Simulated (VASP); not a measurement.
# AlCu3 (Pm-3m) in VASP: a series of runs, part 2 of 2

VASP 6.6.1.

## Step 3: Single point, PBEsol (strained)

INCAR

```
SYSTEM = AlCu3
PREC = Accurate
ENCUT = 520
EDIFF = 1E-6
ISMEAR = 0
SIGMA = 0.1
LREAL = .FALSE.
LASPH = .TRUE.
NELM = 60
ALGO = Normal
ISIF = 2
LWAVE = .FALSE.
LCHARG = .FALSE.
GGA = PS
NBANDS = 26
```

KPOINTS

```
regular mesh
0
G
  12 12 12
  0 0 0
```

POSCAR

```
AlCu3
1.0
    3.6852445470      0.0000000000      0.0000000000
    0.0000000000      3.6852445470      0.0000000000
    0.0000000000      0.0000000000      3.6852445470
Al Cu
1 3
Direct
    0.0000000000      0.0000000000      0.0000000000
    0.5000000000      0.5000000000      0.0000000000
    0.5000000000      0.0000000000      0.5000000000
    0.0000000000      0.5000000000      0.5000000000
```

Potentials or basis: VASP PAW PBE potentials, release 64 (Al, Cu).

On the command line:

```
$ cat potpaw_PBE.64/Al/POTCAR potpaw_PBE.64/Cu/POTCAR > POTCAR
$ mpirun -np 1 vasp_std > vasp.out
```

OUTCAR:

```text
SYSTEM = AlCu3
   PREC = Accurate
   ENCUT = 520
   EDIFF = 1E-6
   ISMEAR = 0
   LREAL = .FALSE.
   LASPH = .TRUE.
   NELM = 60
   ISIF = 2
   GGA = PS

 ion  position               nearest neighbor table
   1  0.000  0.000  0.000-   2 2.61   3 2.61   4 2.61   3 2.61   4 2.61   2 2.61   4 2.61   4 2.61
                             2 2.61   3 2.61   3 2.61   2 2.61
   2  0.500  0.500  0.000-   1 2.61   3 2.61   4 2.61   3 2.61   4 2.61   1 2.61   3 2.61   3 2.61
                             1 2.61   4 2.61   4 2.61   1 2.61
   3  0.500  0.000  0.500-   1 2.61   2 2.61   4 2.61   1 2.61   2 2.61   2 2.61   4 2.61   2 2.61
                             1 2.61   4 2.61   1 2.61   4 2.61
   4  0.000  0.500  0.500-   1 2.61   2 2.61   3 2.61   1 2.61   2 2.61   1 2.61   3 2.61   1 2.61
                             2 2.61   3 2.61   2 2.61   3 2.61

  LATTYP: Found a simple cubic cell.
 ALAT       =     3.6852445470

  Lattice vectors:

 A1 = (   3.6852445470,   0.0000000000,   0.0000000000)
 A2 = (   0.0000000000,   3.6852445470,   0.0000000000)
 A3 = (   0.0000000000,   0.0000000000,   3.6852445470)

Analysis of symmetry for initial positions (statically):
=====================================================================
 Subroutine PRICEL returns:
 Original cell was already a primitive cell.
[... 179 lines left out ...]
 fundamental gap:      0.0847413925
 Fermi energy:         8.0710072776

 k-point     1 :       0.0000    0.0000    0.0000
  band No.  band energies     occupation
      1      -2.3049      2.00000
      2       2.9135      2.00000
      3       3.4558      2.00000
      4       3.4558      2.00000
      5       3.7118      2.00000
      6       3.7118      2.00000
[... 685 lines left out ...]
     25      17.6194      0.00000
     26      18.5920      0.00000

 [... further k-points ...]

------------------------ aborting loop because EDIFF is reached ----------------------------------------

  FORCE on cell =-STRESS in cart. coord.  units (eV):
  Direction    XX          YY          ZZ          XY          YZ          ZX
  --------------------------------------------------------------------------------------
  -------------------------------------------------------------------------------------
  Total       -1.6821265     -1.6821265     -1.6821265     -0.0000000     -0.0000000      0.0000000
  in kB      -53.8480904    -53.8480904    -53.8480904     -0.0000000     -0.0000000      0.0000000
  external PRESSURE =     -53.8480904 kB  Pullay stress =       0.0000000 kB

 VOLUME and BASIS-vectors are now :
 -----------------------------------------------------------------------------
  energy-cutoff  :      520.00
  volume of cell :       50.05
      direct lattice vectors                 reciprocal lattice vectors
     3.685244547  0.000000000  0.000000000     0.271352413  0.000000000  0.000000000
     0.000000000  3.685244547  0.000000000     0.000000000  0.271352413  0.000000000
     0.000000000  0.000000000  3.685244547     0.000000000  0.000000000  0.271352413

 POSITION                                       TOTAL-FORCE (eV/Angst)
 -----------------------------------------------------------------------------------
      0.00000      0.00000      0.00000         0.000000      0.000000      0.000000
      1.84262      1.84262      0.00000         0.000000      0.000000      0.000000
      1.84262      0.00000      1.84262         0.000000      0.000000      0.000000
      0.00000      1.84262      1.84262         0.000000      0.000000      0.000000
 -----------------------------------------------------------------------------------
    total drift:                                0.000000      0.000000      0.000000

  FREE ENERGIE OF THE ION-ELECTRON SYSTEM (eV)
  ---------------------------------------------------
  free  energy   TOTEN  =       -17.7464022930 eV

  energy  without entropy=      -17.7417954201  energy(sigma->0) =      -17.74409886
```

stdout:

```text
POSCAR found type information on POSCAR AlCu
 POSCAR found :  2 types and       4 ions
 scaLAPACK will be used
 -----------------------------------------------------------------------------
|                                                                             |
|                                                                             |
|     You enforced a specific xc type in the INCAR file but a different       |
|     I HOPE YOU KNOW WHAT YOU ARE DOING!                                     |
|                                                                             |
 -----------------------------------------------------------------------------

 LDA part: xc-table for (Slater+PW92), standard interpolation
 POSCAR, INCAR and KPOINTS ok, starting setup
 FFT: planning ... GRIDC
 FFT: planning ... GRID_SOFT
 FFT: planning ... GRID
 WAVECAR not read
 entering main loop
```

Wall time 2.2 min (1 thread of Intel Xeon 8259CL, shared host); peak memory 0.22 GiB.

What came out:

```
Free energy            : -17.7464 eV
Pressure               : -5.4 GPa
Band gap on the k mesh : zero (bands 18 and 19 overlap by 5.36 eV)
```

Caveat: the cell differs from its parent crystal (strained); the cell stands under tension; the PAW data sets were made with another functional, which shifts forces and pressure a little.

## Step 4: Relaxation of cell and atoms, PBEsol

This run uses another cell than the first one: it holds 16 atoms, not 4.

INCAR

```
PREC     = Accurate       # precision mode
ENCUT    = 600            # plane-wave cutoff, eV
EDIFF    = 1E-7           # SCF threshold, eV
ISMEAR   = 0              # smearing method
SIGMA    = 0.1            # smearing width, eV
LREAL    = Auto         
LASPH    = T              # aspherical terms in the spheres
NELM     = 100            # most SCF steps
ALGO     = Fast           # electronic algorithm
ISIF     = 3              # what is computed and relaxed
LWAVE    = F              # write WAVECAR
LCHARG   = F              # write CHGCAR
GGA      = PS             # functional
IBRION   = 2              # ionic algorithm
NSW      = 80             # ionic steps
EDIFFG   = -0.015         # ionic threshold
```

KPOINTS

```
Automatic mesh
0
Gamma
  8 8 8
```

POSCAR

```
AlCu3
1.0
   -3.6318703920      3.6318703920      3.6318703920
    3.6318703920     -3.6318703920      3.6318703920
    3.6318703920      3.6318703920     -3.6318703920
Al Cu
4 12
Direct
    0.5000000000      0.0000000000      0.5000000000
    0.0000000000      0.5000000000      0.5000000000
    0.0000000000      0.0000000000      0.0000000000
    0.5000000000      0.5000000000      0.0000000000
    0.7500000000      0.7500000000      0.5000000000
    0.2500000000      0.2500000000      0.5000000000
    0.2500000000      0.7500000000      0.0000000000
    0.7500000000      0.2500000000      0.0000000000
    0.7500000000      0.5000000000      0.7500000000
    0.2500000000      0.0000000000      0.7500000000
    0.2500000000      0.5000000000      0.2500000000
    0.7500000000      0.0000000000      0.2500000000
    0.5000000000      0.2500000000      0.2500000000
    0.0000000000      0.7500000000      0.2500000000
    0.0000000000      0.2500000000      0.7500000000
    0.5000000000      0.7500000000      0.7500000000
```

On the command line:

```
$ cat potpaw_PBE.64/Al/POTCAR potpaw_PBE.64/Cu/POTCAR > POTCAR
$ mpirun -np 1 vasp_std > vasp.out
```

It took 81 min on 1 thread of Oxide Virtual Turin-like, shared host; peak memory 0.58 GiB.

It converged, with:

| Item | Value |
| --- | --- |
| Free energy | -71.1231 eV |
| Relaxed volume | 12.02 Å³/atom |
| Relaxed cell | a = 6.298 Å, b = 6.298 Å, c = 6.298 Å, α = 109.47°, β = 109.47°, γ = 109.47° |
| Space group after relaxing (to 0.1 Å) | Pm-3m (No. 221) |
| Energy gained by relaxing | 0.1 meV/atom |
| Ionic steps | 3 |
| Pressure after relaxing | 0.0 GPa |
| Band gap on the k mesh | zero (bands 72 and 73 overlap by 3.37 eV) |

Step by step:
| step | energy change (eV) | largest force (eV/Å) | pressure (GPa) | volume (Å³) |
| --- | --- | --- | --- | --- |
| 1 | 0.0000 | 0.0000 | 0.57 | 191.62 |
| 2 | -0.0007 | 0.0000 | -0.37 | 192.81 |
| 3 | -0.0013 | 0.0000 | -0.02 | 192.35 |

Final structure:
```
Al Cu
1.0
    -3.63642    3.63642    3.63642
     3.63642   -3.63642    3.63642
     3.63642    3.63642   -3.63642
Al Cu
4 12
Direct
  0.50000 0.00000 0.50000
  0.00000 0.50000 0.50000
  0.00000 0.00000 0.00000
  0.50000 0.50000 0.00000
  0.75000 0.75000 0.50000
  0.25000 0.25000 0.50000
  0.25000 0.75000 0.00000
  0.75000 0.25000 0.00000
  0.75000 0.50000 0.75000
  0.25000 0.00000 0.75000
  0.25000 0.50000 0.25000
  0.75000 0.00000 0.25000
  0.50000 0.25000 0.25000
  0.00000 0.75000 0.25000
  0.00000 0.25000 0.75000
  0.50000 0.75000 0.75000
```

Levels at points of the mesh, in eV from the Fermi level:
| k point | band 70 | band 71 | band 72 | band 73 | band 74 | band 75 |
| --- | --- | --- | --- | --- | --- | --- |
| (0.00, 0.00, 0.00) | -1.19 | -1.19 | -1.19 | -1.19 | -0.27 | -0.27 |
| (0.50, 0.00, 0.00) | -0.97 | -0.01 | -0.01 | 0.44 | 0.44 | 2.01 |
| (0.50, 0.50, 0.50) | -1.43 | 1.34 | 1.78 | 1.78 | 1.78 | 3.81 |

Caveat: the PAW data sets were made with another functional, which shifts forces and pressure a little.

## Step 5: Summary

| task | cell | k mesh | cutoff (eV) | gap on the mesh (eV) | pressure (GPa) |
| --- | --- | --- | --- | --- | --- |
| single point | a = 3.609 Å, 4 atoms, atomic positions A | 12 × 12 × 12 | 520 | none | 3.5 |
| single point | a = 3.685 Å, 4 atoms, atomic positions A | 12 × 12 × 12 | 520 | none | -5.4 |
| relaxation of cell and atoms | relaxed from a = 6.291 Å, angles 109.5°, 16 atoms, atomic positions B | 8 × 8 × 8 | 600 | none | 0.0 |

Alike in all rows: level PBEsol; potentials or basis VASP PAW PBE potentials, release 64 (Al, Cu); no spin polarisation; smearing gaussian 0.1 eV.

Caveats: the PAW data sets were made with another functional, which shifts forces and pressure a little; the cell stands under pressure (at least some runs); the cell stands under tension (at least some runs).

Total energies depend on the potentials used, so only differences within one code and one set of settings carry meaning.

The gap in the log of VASP goes by the Fermi energy; the results here count the filled bands.